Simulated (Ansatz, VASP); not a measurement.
**Two plane-wave programs on AlGa3N4**

INCAR

```
SYSTEM = AlGa3N4
  PREC = Accurate
  ENCUT = 520
  EDIFF = 1E-6
  ISMEAR = 0
  SIGMA = 0.05
  LREAL = .FALSE.
  LASPH = .TRUE.
  NELM = 80
  ALGO = Normal
  ISIF = 2
  LWAVE = .FALSE.
  LCHARG = .FALSE.
  NBANDS = 41
```

File KPOINTS:

```
Automatic mesh
0
G
  6 6 6
  0 0 0
```

The input POSCAR:

```
AlGa3N4
1.0
    4.2939496006     -0.1549363258     -0.1549363258
   -0.1549363258      4.2939496006     -0.1549363258
   -0.1549363258     -0.1549363258      4.2939496006
Al Ga N
1 3 4
Direct
    0.0000000000      0.0000000000      0.0000000000
    0.5000000000      0.5000000000      0.0000000000
    0.5000000000      0.0000000000      0.5000000000
    0.0000000000      0.5000000000      0.5000000000
    0.7548078379      0.7548078379      0.2451921621
    0.7548078379      0.2451921621      0.7548078379
    0.2451921621      0.7548078379      0.7548078379
    0.2451921621      0.2451921621      0.2451921621
```

Input for Ansatz:

```yaml
crystal:
  lattice:
    - [4.2939496006, -0.1549363258, -0.1549363258]
    - [-0.1549363258, 4.2939496006, -0.1549363258]
    - [-0.1549363258, -0.1549363258, 4.2939496006]
  atoms:
    - { symbol: Al, position: [0.0, 0.0, 0.0] }
    - { symbol: Ga, position: [0.5, 0.5, 0.0] }
    - { symbol: Ga, position: [0.5, 0.0, 0.5] }
    - { symbol: Ga, position: [0.0, 0.5, 0.5] }
    - { symbol: "N", position: [0.7548078379, 0.7548078379, 0.2451921621] }
    - { symbol: "N", position: [0.7548078379, 0.2451921621, 0.7548078379] }
    - { symbol: "N", position: [0.2451921621, 0.7548078379, 0.7548078379] }
    - { symbol: "N", position: [0.2451921621, 0.2451921621, 0.2451921621] }
basis:
  ecutwfc: 520.0
kpoints:
  mp_grid: { grid: [6, 6, 6] }
hamiltonian:
  xc: lda
  pseudopotentials: { kind: paw, azcp: { folder: soft_1 } }
scf:
  occupations: { method: gaussian, width: 0.05 }
output:
  forces: true
  stress: true
  eigenvalues: true
```

Change from the starting cell: equal engineering shear yz, xz and xy -0.0700, equal normal strain along x, y and z -0.0300.

Alike in both runs: task single point; functional LDA; k mesh 6 × 6 × 6; occupations gaussian, width 0.05 eV; no spin polarisation.

|  | VASP | Ansatz |
| --- | --- | --- |
| version | VASP 6.6.1 | Ansatz 0.2.0 |
| potentials or method | VASP PAW LDA potentials, release 64 (Al, Ga_d, N), cutoff 520 eV | scalar-relativistic, plane waves, PAW |
| valence electrons in the cell | 62 | 62 |

Ansatz gave:

```
gap on the k mesh at the Fermi level (eV)                     : 2.70
least direct gap on the mesh (eV)                             : 2.70
pressure (GPa)                                                : 28.6
traceless stress, the component that is largest in VASP (GPa) : 23.12
rms of the force components (eV/Å)                            : 1.594
```

Problem. Which values does VASP return?

Solution. gap on the k mesh at the Fermi level (eV): 2.70; least direct gap on the mesh (eV): 2.70; pressure (GPa): 30.1; traceless stress, the component that is largest in VASP (GPa): 23.40; rms of the force components (eV/Å): 1.629.

Ansatz warns that its potentials were made for another functional, while VASP's fit it. LDA's correlation is that of Perdew and Zunger in VASP and of Perdew and Wang (1992) in Ansatz. Atom by atom the forces differ by 0.036 eV/Å (rms over components). Both programs put the cell under a high pressure, so it lies far from rest at this level.
